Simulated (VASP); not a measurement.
Runs of VASP 6.6.1 on Ge. The structure is that of space group Fd-3m (No. 227), or close to it. The cells are those of the table. 

| cell | smearing | pressure (GPa) |
| --- | --- | --- |
| a = 4.039, b = 4.039, c = 3.995 Å, angles 60.4, 60.4, 60.2°, 2 atoms | gaussian 0.1 eV | -1.4 |
| a = 4.039, b = 4.039, c = 3.995 Å, angles 60.4, 60.4, 60.2°, 2 atoms | gaussian 0.01 eV | -1.5 |
| a = 4.039, b = 4.039, c = 3.994 Å, angles 60.4, 60.4, 60.2°, 2 atoms | gaussian 0.1 eV | -1.4 |
| a = 4.038, b = 4.038, c = 3.989 Å, angles 60.4, 60.4, 60.3°, 2 atoms | gaussian 0.1 eV | (a) |

Alike in all rows: task single point; level PBEsol; potentials or basis VASP PAW PBE potentials, release 64 (Ge_d); no spin polarisation; k mesh 10 × 10 × 10; cutoff (eV) 500.

Q: Fill in the values left out.

A: (a) -1.3.

Caveats: the PAW data sets were made with another functional, which shifts forces and pressure a little.
